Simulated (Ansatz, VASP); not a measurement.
**Two plane-wave programs on NaHF2**

INCAR

```
SYSTEM = NaHF2
ALGO     = Normal         ! electronic algorithm
EDIFF    = 1E-6           ! SCF threshold, eV
ENCUT    = 970            ! plane-wave cutoff, eV
GGA      = PS             ! functional
GGA_COMPAT= .False.      
ISIF     = 2              ! what is computed and relaxed
ISMEAR   = 0              ! smearing method
LASPH    = .True.         ! aspherical terms in the spheres
LCHARG   = .False.        ! write CHGCAR
LREAL    = .False.        ! projectors in reciprocal space
LWAVE    = .False.        ! write WAVECAR
NBANDS   = 20             ! bands
NELM     = 120            ! most SCF steps
PREC     = Accurate       ! precision mode
SIGMA    = 0.05           ! smearing width, eV
```

KPOINTS

```
k-points
0
Gamma
  9 9 9
  0 0 0
```

The input POSCAR:

```
NaHF2
1.0
    1.8148674780      1.0478142270      4.4069271639
   -1.8148674780      1.0478142270      4.4069271639
    0.0000000000     -2.0956284539      4.4069271639
Na H F
1 1 2
Direct
    0.0000000000      0.0000000000      0.0000000000
    0.5000000000      0.5000000000      0.5000000000
    0.4100000000      0.4100000000      0.4100000000
    0.5900000000      0.5900000000      0.5900000000
```

Input for Ansatz:

```yaml
crystal:
  lattice:
    - [1.814867478, 1.047814227, 4.4069271639]
    - [-1.814867478, 1.047814227, 4.4069271639]
    - [0.0, -2.0956284539, 4.4069271639]
  atoms:
    - { symbol: Na, position: [0.0, 0.0, 0.0] }
    - { symbol: H, position: [0.5, 0.5, 0.5] }
    - { symbol: F, position: [0.41, 0.41, 0.41] }
    - { symbol: F, position: [0.59, 0.59, 0.59] }
basis:
  ecutwfc: 420
kpoints:
  mp_grid: { grid: [9, 9, 9] }
hamiltonian:
  xc: pbesol
scf:
  occupations: { method: gaussian, width: 0.05 }
output:
  forces: true
  stress: true
  eigenvalues: true
```

Change from the starting cell: strain +0.050 along x and y, -0.050 along z, atoms carried along.

Alike in both runs: task single point; functional PBEsol; k mesh 9 × 9 × 9; occupations gaussian, width 0.05 eV; no spin polarisation.

|  | VASP | Ansatz |
| --- | --- | --- |
| version | VASP 6.6.1 | Ansatz 0.2.0 |
| potentials or method | VASP PAW PBE potentials, release 64 (Na_sv, H, F), cutoff 970 eV | scalar-relativistic, plane waves, PAW |
| valence electrons in the cell | 24 | 24 |

VASP gave:

| Item | Value |
| --- | --- |
| gap on the k mesh at the Fermi level (eV) | 6.63 |
| least direct gap on the mesh (eV) | 6.77 |
| pressure (GPa) | -3.0 |
| traceless stress, the component that is largest in VASP (GPa) | -3.76 |
| rms of the force components (eV/Å) | 0.500 |

Which values does Ansatz return?

gap on the k mesh at the Fermi level (eV): 6.64; least direct gap on the mesh (eV): 6.78; pressure (GPa): -2.9; traceless stress, the component that is largest in VASP (GPa): -4.03; rms of the force components (eV/Å): 0.516.

VASP's potentials were made for PBE, not for PBEsol. Atom by atom the forces differ by 0.017 eV/Å (rms over components). The functional is the same, so the differences come from potentials, cutoffs and numerics.
